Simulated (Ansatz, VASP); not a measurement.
Be2ZnO3: VASP beside Ansatz

```
Be Zn O
1.0
     4.37809    0.00000    0.00000
     0.00000    4.37809    0.00000
     0.00000    0.00000    5.25217
Be Zn O
2 1 3
Cartesian
  2.1890 0.0000 2.6261
  0.0000 2.1890 2.6261
  0.0000 0.0000 2.6261
  2.1890 2.1890 0.0000
  0.0000 0.0000 4.6331
  0.0000 0.0000 0.6191
```

Alike in both runs: functional PBE; k mesh 3 × 3 × 3; occupations gaussian, width 0.15 eV; no spin polarisation.

Ansatz relaxed the structure, and its values are those at the end. VASP's run is a single point on that final structure, the one shown.

|  | VASP | Ansatz |
| --- | --- | --- |
| version | VASP 6.6.1 | Ansatz 0.2.0 |
| potentials or method | VASP PAW PBE potentials, release 64 (Be, Zn, O), cutoff 600 eV | scalar-relativistic, plane waves, PAW |
| valence electrons in the cell | 34 | 34 |

```tsv
	VASP	Ansatz	Ansatz less VASP
gap on the k mesh at the Fermi level (eV)	none	none	-
pressure (GPa)	0.8	0.4	-0.40
rms of the force components (eV/Å)	0.283	0.005	-0.2785
```

A gap of «none» marks a metal or a gap that the smearing closes. One of these differences is far larger than is usual between the two programs; its cause wasn't traced. With one functional, cell and mesh, what is left measures potentials, basis and numerics.

The k mesh is coarse, so the values compare programs but aren't converged. Noted on VASP's run: the standard files for N, O and F lose accuracy on very short bonds.
